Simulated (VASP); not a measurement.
# Ni2SbTe (P-6m2) in VASP: notebook

The runs below take Ni2SbTe through single point, with PBE.

Everything below comes from runs of VASP 6.6.1. Logs are shortened: lines on timing, memory, paths and dates and some standing lists are left out, and cuts for length are marked.

## Step 1: The cell of the first run

It takes space group P-6m2 (No. 187, hexagonal). The conventional cell has a = 3.966 Å, b = 3.966 Å, c = 5.203 Å, α = 90.00°, β = 90.00°, γ = 120.00°. Within 3.5 Å of Te (site symmetry -6m2) lie 6 Ni at 2.64 Å and 6 Sb at 3.47 Å. Within 3.5 Å of Sb (site symmetry -6m2) lie 6 Ni at 2.63 Å and 6 Te at 3.47 Å. Within 3.4 Å of Ni (site symmetry 3m) lie 2 Ni at 2.57 to 2.63 Å and 3 Sb at 2.63 Å and 3 Te at 2.64 Å.

## Step 2: Single point, PBE, non-collinear spin, typed start

The input, INCAR:

```
PREC = Accurate ; ENCUT = 600
EDIFF = 1E-6 ; ISMEAR = -1
SIGMA = 0.05 ; LREAL = F
LASPH = T ; NELM = 200
ALGO = Normal ; ISIF = 2
LWAVE = F ; LCHARG = F
LNONCOLLINEAR = T ; MAGMOM = 0 0 0 0 0 0 0.196 0.058 -0.638 -0.297 -0.2 0.219
LORBIT = 11 ; LMAXMIX = 4
GGA = PE ; NBANDS = 45
GGA_COMPAT = F
```

The input, KPOINTS:

```
regular mesh
0
Gamma
  6 6 4
```

The input, POSCAR:

```
Ni2SbTe
1.0
    3.9656228857      0.0000000000      0.0000000000
   -1.9828114428      3.4343301608      0.0000000000
    0.0000000000      0.0000000000      5.2034824400
Te Sb Ni
1 1 2
Direct
    0.3333333333      0.6666666667      0.0000000000
    0.6666666667      0.3333333333      0.5000000000
    0.0000000000      0.0000000000      0.2531824000
    0.0000000000      0.0000000000      0.7468176000
```

Potentials or basis: VASP PAW PBE potentials, release 64 (Te, Sb, Ni).

Launch:

```
> cat potpaw_PBE.64/Te/POTCAR potpaw_PBE.64/Sb/POTCAR potpaw_PBE.64/Ni/POTCAR > POTCAR
> mpirun -np 1 vasp_ncl > vasp.out
```

OUTCAR:

```text
PREC = Accurate
   ENCUT = 600
   EDIFF = 1E-6
   ISMEAR = -1
   LREAL = F
   LASPH = T
   NELM = 200
   ISIF = 2
   LNONCOLLINEAR = T
   LORBIT = 11
   GGA = PE

 ion  position               nearest neighbor table
   1  0.333  0.667  0.000-   3 2.64   4 2.64   3 2.64   4 2.64   3 2.64   4 2.64   2 3.47   2 3.47
                             2 3.47   2 3.47   2 3.47   2 3.47
   2  0.667  0.333  0.500-   3 2.63   4 2.63   3 2.63   4 2.63   3 2.63   4 2.63   1 3.47   1 3.47
                             1 3.47   1 3.47   1 3.47   1 3.47
   3  0.000  0.000  0.253-   4 2.57   2 2.63   2 2.63   2 2.63   4 2.63   1 2.64   1 2.64   1 2.64

   4  0.000  0.000  0.747-   3 2.57   2 2.63   2 2.63   2 2.63   3 2.63   1 2.64   1 2.64   1 2.64

  LATTYP: Found a hexagonal cell.
 ALAT       =     3.9656228857
 C/A-ratio  =     1.3121475718

  Lattice vectors:

 A1 = (   3.9656228857,   0.0000000000,   0.0000000000)
 A2 = (  -1.9828114428,   3.4343301608,   0.0000000000)
 A3 = (   0.0000000000,   0.0000000000,   5.2034824400)

Analysis of symmetry for initial positions (statically):
=====================================================================
 Subroutine PRICEL returns:
 Original cell was already a primitive cell.

 Routine SETGRP: Setting up the symmetry group for a
 hexagonal supercell.

 Subroutine GETGRP returns: Found 12 space group operations
 (whereof 12 operations were pure point group operations)
 out of a pool of 24 trial point group operations.

The static configuration has the point symmetry D_3h.

Analysis of symmetry for dynamics (positions and initial velocities):
=====================================================================
 Subroutine PRICEL returns:
 Original cell was already a primitive cell.

 Routine SETGRP: Setting up the symmetry group for a
 hexagonal supercell.

 Subroutine GETGRP returns: Found 12 space group operations
 (whereof 12 operations were pure point group operations)
 out of a pool of 24 trial point group operations.

The dynamic configuration has the point symmetry D_3h.

Analysis of structural, dynamic, and magnetic symmetry:
=====================================================================
 Subroutine PRICEL returns:
 Original cell was already a primitive cell.

 Routine SETGRP: Setting up the symmetry group for a
 hexagonal supercell.

 Subroutine GETGRP returns: Found  1 space group operations
 (whereof  1 operations were pure point group operations)
 out of a pool of 24 trial point group operations.

The overall configuration has the point symmetry C_1 .

 Subroutine INISYM returns: Found  1 space group operations
 (whereof  1 operations are pure point group operations),
 and found     1 'primitive' translations

----------------------------------------------------------------------------------------

                                     Primitive cell

  volume of cell :      70.8676

  direct lattice vectors                    reciprocal lattice vectors
     3.965622886  0.000000000  0.000000000     0.252167195  0.145588798  0.000000000
    -1.982811443  3.434330161  0.000000000     0.000000000  0.291177596  0.000000000
     0.000000000  0.000000000  5.203482440     0.000000000  0.000000000  0.192178990

  length of vectors
     3.965622886  3.965622886  5.203482440     0.291177596  0.291177596  0.192178990

  position of ions in fractional coordinates (direct lattice)
     0.333333333  0.666666667  0.000000000
     0.666666667  0.333333333  0.500000000
     0.000000000  0.000000000  0.253182400
     0.000000000  0.000000000  0.746817600

  ion indices of the primitive-cell ions
   primitive index   ion index
                 1           1
                 2           2
                 3           3
                 4           4

----------------------------------------------------------------------------------------

 KPOINTS: regular mesh

Automatic generation of k-mesh.
 Grid dimensions read from file:
 generate k-points for:    6    6    4

 Generating k-lattice:

  Cartesian coordinates                     Fractional coordinates (reciprocal lattice)
     0.042027866  0.024264800  0.000000000     0.166666667  0.000000000  0.000000000
     0.000000000  0.048529599  0.000000000     0.000000000  0.166666667  0.000000000
     0.000000000  0.000000000  0.048044748     0.000000000  0.000000000  0.250000000

  Length of vectors
     0.048529599  0.048529599  0.048044748

  Shift w.r.t. Gamma in fractional coordinates (k-lattice)
     0.000000000  0.000000000  0.000000000

 Subroutine IBZKPT returns following result:
 ===========================================

 Found    144 irreducible k-points:

 Following reciprocal coordinates:
            Coordinates               Weight
  0.000000  0.000000  0.000000      1.000000
  0.166667  0.000000  0.000000      1.000000
 -0.166667 -0.000000  0.000000      1.000000
  0.000000  0.166667  0.000000      1.000000
  0.000000 -0.166667  0.000000      1.000000
 -0.166667  0.166667  0.000000      1.000000
[... 16 lines left out ...]
  0.333333  0.166667  0.000000      1.000000
 -0.333333 -0.166667  0.000000      1.000000
 [... further k-points ...]
   k-points           NKPTS =    144   k-points in BZ     NKDIM =    144   number of bands    NBANDS=     45
   number of dos      NEDOS =    301   number of ions     NIONS =      4
   total plane-waves  NPLWV =  43008
   dimension x,y,z NGX =    32 NGY =   32 NGZ =   42
   dimension x,y,z NGXF=    64 NGYF=   64 NGZF=   84
   ions per type =               1   1   2
   NGX,Y,Z   is equivalent  to a cutoff of  13.41, 13.41, 13.42 a.u.
   NGXF,Y,Z  is equivalent  to a cutoff of  26.83, 26.83, 26.84 a.u.
 SYSTEM =  unknown system
   PREC   = accura    normal or accurate (medium, high low for compatibility)
   ISTART =      0    job   : 0-new  1-cont  2-samecut
   ICHARG =      2    charge: 1-file 2-atom 10-const
   ISPIN  =      1    spin polarized calculation?
   LNONCOLLINEAR =      T non collinear calculations
   LSORBIT =      F    spin-orbit coupling
   LASPH  =      T    aspherical Exc in radial PAW
   ENCUT  =  600.0 eV  44.10 Ry    6.64 a.u.   7.92  7.92 10.39*2*pi/ulx,y,z
   NELM   =    200;   NELMIN=  2; NELMDL= -5     # of ELM steps
   EDIFF  = 0.1E-05   stopping-criterion for ELM
   LREAL  =      F    real-space projection
   EDIFFG = 0.1E-04   stopping-criterion for IOM
   NSW    =      0    number of steps for IOM
   IBRION =     -1    ionic relax: 0-MD 1-quasi-New 2-CG
   NFREE  =      0    steps in history (QN), initial steepest desc. (CG)
   ISIF   =      2    stress and relaxation
   ISYM   =      2    0-nonsym 1-usesym 2-fastsym
   POTIM  = 0.5000    time-step for ionic-motion
   TEBEG  =    0.0;   TEEND  =   0.0 temperature during run
   PSTRESS=    0.0 pullay stress
   NELECT =      31.0000    total number of electrons
   NUPDOWN=      -1.0000    fix difference up-down
   EMIN   =  10.00;   EMAX   =-10.00  energy-range for DOS
   EFERMI =   0.00;   METHOD = LEGACY
   ISMEAR =    -1;   SIGMA  =   0.05  broadening in eV -4-tet -1-fermi 0-gaus
   EFERMI_NEDOS =   21; number of points for ismear=-14 and -15
   IALGO  =     38    algorithm
   IMIX   =      4    mixing-type and parameters
     AMIX     =   0.40;   BMIX     =  1.00
     AMIX_MAG =   1.60;   BMIX_MAG =  1.00
  volume/ion in A,a.u.               =      17.72       119.56
  Fermi-wavevector in a.u.,A,eV,Ry     =   1.242738  2.348434 21.012804  1.544398
  Thomas-Fermi vector in A             =   2.377079
   LORBIT       =     11    0 simple, 1 ext, 2 COOP (PROOUT), +10 PAW based schemes
   GGA     = PE    functional components
   LHFCALC =     F    Hartree Fock is set to
   AEXX    =    0.0000 exact exchange contribution
   IVDW    =     0    specifies the selected vdW correction
   LEPSILON=     F    determine dielectric tensor
   LRPA    =     F    only Hartree local field effects (RPA)
  energy-cutoff  :      600.00
  volume of cell :       70.87
 maximum number of plane-waves:      4764
   NGX = 15   NGY = 15   NGZ = 21

 number of electron      31.0000016 magnetization       0.0014856      0.0020829      0.0058625

 number of electron      31.0000016 magnetization       0.0003521      0.0001887     -0.0006580

 number of electron      31.0000016 magnetization      -0.0003134     -0.0002854     -0.0001386

 number of electron      31.0000016 magnetization      -0.0000274     -0.0000190      0.0000459

 Free energy of the ion-electron system (eV)
  ---------------------------------------------------
  ext. energy  EPLUGINS =         0.00000000
  ---------------------------------------------------
  free energy    TOTEN  =       -19.14437369 eV

  energy without entropy =      -19.12835347  energy(sigma->0) =      -19.13636358

 E-fermi :   9.7772     XC(G=0): -11.3843

 val. band max:        9.7209007324   @ k =   0.0000   0.0000   0.0000
 cond. band min:       9.9066735243   @ k =   0.0000   0.5000   0.5000
 fundamental gap:      0.1857727919
 Fermi energy:         9.7771792116

 k-point     1 :       0.0000    0.0000    0.0000
  band No.  band energies     occupation
      1      -4.0079      1.00000
      2      -4.0079      1.00000
      3       0.3242      1.00000
      4       0.3242      1.00000
      5       3.2377      1.00000
      6       3.2377      1.00000
[... 35 lines left out ...]
     42      15.6248      0.00000
     43      15.6248      0.00000

 k-point     2 :       0.1667    0.0000    0.0000
  band No.  band energies     occupation
      1      -3.7162      1.00000
      2      -3.7162      1.00000
      3       0.3219      1.00000
      4       0.3220      1.00000
      5       3.6029      1.00000
      6       3.6029      1.00000
[... 35 lines left out ...]
     42      15.7607      0.00000
     43      16.2738      0.00000

 k-point     3 :      -0.1667   -0.0000    0.0000
  band No.  band energies     occupation
      1      -3.7162      1.00000
      2      -3.7162      1.00000
      3       0.3219      1.00000
      4       0.3220      1.00000
      5       3.6029      1.00000
      6       3.6029      1.00000
[... 919 lines left out ...]
      6       3.5067      1.00000
[... 35 lines left out ...]
     42      16.6557      0.00000
     43      17.4377      0.00000

 k-point    24 :      -0.3333   -0.1667    0.0000
  band No.  band energies     occupation
      1      -2.4079      1.00000
      2      -2.4079      1.00000
      3       0.0124      1.00000
      4       0.0124      1.00000
      5       3.5067      1.00000
      6       3.5067      1.00000
[... 35 lines left out ...]
     42      16.6557      0.00000
     43      17.4377      0.00000

 [... further k-points ...]

 [bands above 43 left out]

------------------------ aborting loop because EDIFF is reached ----------------------------------------

  FORCE on cell =-STRESS in cart. coord.  units (eV):
  Direction    XX          YY          ZZ          XY          YZ          ZX
  --------------------------------------------------------------------------------------
  -------------------------------------------------------------------------------------
  Total        1.3117421      1.3117271      0.9751083     -0.0000129      0.0000014     -0.0000031
  in kB       29.6559261     29.6555871     22.0452926     -0.0002923      0.0000320     -0.0000698
  external PRESSURE =      27.1189353 kB  Pullay stress =       0.0000000 kB

 VOLUME and BASIS-vectors are now :
 -----------------------------------------------------------------------------
  energy-cutoff  :      600.00
  volume of cell :       70.87
      direct lattice vectors                 reciprocal lattice vectors
     3.965622886  0.000000000  0.000000000     0.252167195  0.145588798  0.000000000
    -1.982811443  3.434330161  0.000000000     0.000000000  0.291177596  0.000000000
     0.000000000  0.000000000  5.203482440     0.000000000  0.000000000  0.192178990

 POSITION                                       TOTAL-FORCE (eV/Angst)
 -----------------------------------------------------------------------------------
     -0.00000      2.28955      0.00000         0.000001      0.000000      0.000052
      1.98281      1.14478      2.60174         0.000000     -0.000000     -0.000056
      0.00000      0.00000      1.31743        -0.000001     -0.000000     -0.058758
      0.00000      0.00000      3.88605        -0.000000     -0.000000      0.058762
 -----------------------------------------------------------------------------------
    total drift:                               -0.000001     -0.000000      0.000023

  FREE ENERGIE OF THE ION-ELECTRON SYSTEM (eV)
  ---------------------------------------------------
  free  energy   TOTEN  =       -19.1443736861 eV

  energy  without entropy=      -19.1283534743  energy(sigma->0) =      -19.13636358

 total charge

# of ion       s       p       d       tot
------------------------------------------
    1        1.372   1.896   0.098   3.367
    2        1.160   1.187   0.071   2.418
    3        0.424   0.446   8.472   9.342
    4        0.424   0.446   8.473   9.342
--------------------------------------------------
tot          3.380   3.975  17.114  24.469

 magnetization (x)

# of ion       s       p       d       tot
------------------------------------------
    1        0.000   0.000   0.000   0.000
    2        0.000   0.000  -0.000   0.000
    3        0.000   0.000  -0.000  -0.000
    4       -0.000  -0.000   0.000   0.000
--------------------------------------------------
tot         -0.000   0.000  -0.000  -0.000

 magnetization (y)

# of ion       s       p       d       tot
------------------------------------------
    1        0.000   0.000   0.000   0.000
    2        0.000   0.000  -0.000   0.000
    3        0.000   0.000  -0.000  -0.000
    4       -0.000  -0.000   0.000   0.000
--------------------------------------------------
tot          0.000   0.000  -0.000  -0.000

 magnetization (z)

# of ion       s       p       d       tot
------------------------------------------
    1        0.000  -0.000  -0.000  -0.000
    2        0.000  -0.000  -0.000  -0.000
    3       -0.000  -0.000   0.000   0.000
    4        0.000   0.000  -0.000  -0.000
--------------------------------------------------
tot          0.000  -0.000   0.000   0.000
```

It took 19 min on 1 thread of Intel Xeon Platinum 8488C (Sapphire Rapids), shared host; peak memory 0.94 GiB.

What came out:

```yaml
Free_energy: -19.1444 eV
Pressure: 2.7 GPa
Largest_force: 0.059 eV/Å
Band_gap_on_the_k_mesh: zero (bands 31 and 32 overlap by 3.20 eV)
Net_moment: 0.00 μB per cell
Valence_electrons_inside_the_program's_atomic_spheres: Te 3.37; Sb 2.42; Ni 9.34
```

Forces on the atoms (eV/Å):
```
Te   0.000  0.000  0.000
Sb   0.000  0.000  0.000
Ni   0.000  0.000 -0.059
Ni   0.000  0.000  0.059
```

Moments on the atoms (μB; x, y, z):
```
Te  0.00 0.00 0.00
Sb  0.00 0.00 0.00
Ni  0.00 0.00 0.00
Ni  0.00 0.00 0.00
```

Caveat: spin-orbit coupling is left out, which moves the levels of the heavy elements.

## Step 3: Single point, PBE, collinear spin, zero start

The input, INCAR:

```
PREC = Accurate
ENCUT = 520
EDIFF = 1E-7
ISMEAR = -1
SIGMA = 0.05
LREAL = F
LASPH = T
NELM = 150
ALGO = Normal
ISIF = 2
LWAVE = F
LCHARG = T
ISPIN = 2
MAGMOM = 0 0 0 0
LORBIT = 11
NUPDOWN = 0.0
LMAXMIX = 4
GGA = PE
LELF = T
LVHAR = T
NBANDS = 28
```

The input, KPOINTS:

```
Automatic mesh
0
Gamma
  7 7 5
```

POSCAR is that of step 2.

Potentials or basis: VASP PAW PBE potentials, release 64 (Te, Sb, Ni).

Launch:

```
> cat potpaw_PBE.64/Te/POTCAR potpaw_PBE.64/Sb/POTCAR potpaw_PBE.64/Ni/POTCAR > POTCAR
> mpirun -np 1 vasp_std > vasp.out
```

Wall time 54 s (1 thread of AMD EPYC 9R45 (Zen 5), shared host); peak memory 0.23 GiB.

The run converged. Its results:

```yaml
Free_energy: -19.1423 eV
Pressure: 2.7 GPa
Largest_force: 0.042 eV/Å
Net_moment: 0.00 μB per cell
Valence_electrons_inside_the_program's_atomic_spheres: Te 3.37; Sb 2.42; Ni 9.34
```

Forces in eV/Å, atoms in the order of the input:
```
Te   0.000  0.000  0.000
Sb   0.000  0.000  0.000
Ni   0.000  0.000 -0.042
Ni   0.000  0.000  0.042
```

Stress tensor (GPa, compression positive):
```
2.92 0.00 0.00
0.00 2.92 0.00
0.00 0.00 2.28
```

Caveat: spin-orbit coupling is left out, which moves the levels of the heavy elements; the total moment is fixed, so each spin has its own Fermi level.

## Step 4: Single point, PBE, collinear spin, ferromagnetic start

The input, INCAR:

```
SYSTEM = Ni2SbTe
ALGO = Normal
EDIFF = 1E-7
ENCUT = 520
GGA = PE
ISIF = 2
ISMEAR = -1
ISPIN = 2
LASPH = .TRUE.
LCHARG = .FALSE.
LMAXMIX = 4
LORBIT = 11
LREAL = .FALSE.
LWAVE = .FALSE.
MAGMOM = 0 0 0.25 0.25
NBANDS = 28
NELM = 150
NUPDOWN = 0.5
PREC = Accurate
SIGMA = 0.05
```

The input, KPOINTS:

```
k-points
0
G
  7 7 5
  0 0 0
```

POSCAR is that of step 3.

Launch:

```
> cat potpaw_PBE.64/Te/POTCAR potpaw_PBE.64/Sb/POTCAR potpaw_PBE.64/Ni/POTCAR > POTCAR
> mpirun -np 1 vasp_std > vasp.out
```

Wall time 53 s (1 thread of AMD EPYC 9R45 (Zen 5), shared host); peak memory 0.23 GiB.

The run converged. Its results:

```
Free energy                                           : -19.0999 eV
Pressure                                              : 3.0 GPa
Largest force                                         : 0.019 eV/Å
Net moment                                            : 0.50 μB per cell
Site moments                                          : Te +0.05; Sb +0.04; Ni +0.18 μB
Valence electrons inside the program's atomic spheres : Te 3.37; Sb 2.42; Ni 9.34
```

Forces in eV/Å, atoms in the order of the input:
```
Te   0.000  0.000  0.000
Sb   0.000  0.000  0.000
Ni   0.000  0.000 -0.019
Ni   0.000  0.000  0.019
```

Stress tensor (GPa, compression positive):
```
3.28 0.00 0.00
0.00 3.28 0.00
0.00 0.00 2.39
```

Caveat: spin-orbit coupling is left out, which moves the levels of the heavy elements; the total moment is fixed, so each spin has its own Fermi level and the state may be an excited one.

## Step 5: Summary

```csv
spin,fixed moment (μB),k mesh,cutoff (eV),pressure (GPa),moment (μB),largest force (eV/Å)
"non-collinear, typed start",-,6 × 6 × 4,600,2.7,0.00,0.06
"collinear, zero start",0.0,7 × 7 × 5,520,2.7,0.00,0.04
"collinear, ferromagnetic start",0.5,7 × 7 × 5,520,3.0,0.50,0.02
```

Alike in all rows: task single point; level PBE; potentials or basis VASP PAW PBE potentials, release 64 (Te, Sb, Ni); cell as given; smearing fermi-dirac 0.05 eV.

Caveats: spin-orbit coupling is left out, which moves the levels of the heavy elements; the total moment is fixed, so each spin has its own Fermi level (at least some runs); the total moment is fixed, so each spin has its own Fermi level and the state may be an excited one (at least some runs).

Absolute energies hang on the potentials; compare differences alone.

The gap in the log of VASP goes by the Fermi energy; the results here count the filled bands.